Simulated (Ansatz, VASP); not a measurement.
# TiSi2 in VASP and in Ansatz

```
Ti Si
1.0
     0.00000    4.15918    4.26150
     2.41037    0.00000    4.26150
     2.41037    4.15918    0.00000
Ti Si
2 4
Direct
  0.75000 0.75000 0.75000
  0.50000 0.50000 0.50000
  0.08300 0.41700 0.08300
  0.41700 0.08300 0.41700
  0.16700 0.83300 0.16700
  0.83300 0.16700 0.83300
```

Change from the starting cell: equal xx and yy strain of +1 %, PAW files.

Alike in both runs: task electric field gradients; functional PBE; k mesh 8 × 8 × 8; occupations fermi-dirac, width 0.08 eV; no spin polarisation.

|  | VASP | Ansatz |
| --- | --- | --- |
| version | VASP 6.6.1 | Ansatz 0.2.0 |
| potentials or method | VASP PAW PBE potentials, release 64 (Ti_sv, Si) | PAW with Ansatz's default frozen-core files, scalar-relativistic |
| plane-wave cutoff (eV) | 520 | 420 |
| valence electrons in the cell | 40 | 40 |

```csv
,VASP,Ansatz,Ansatz less VASP
pressure (GPa),-0.4,-0.3,+0.04
"traceless stress, the component that is largest in VASP (GPa)",1.39,1.38,-0.006
rms of the force components (eV/Å),0.086,0.086,-0.0004
size of Vzz on the site where it differs most (V/Å²),12.9,14.2,+1.39
```

Atom by atom the forces differ by 0.000 eV/Å (rms over components).
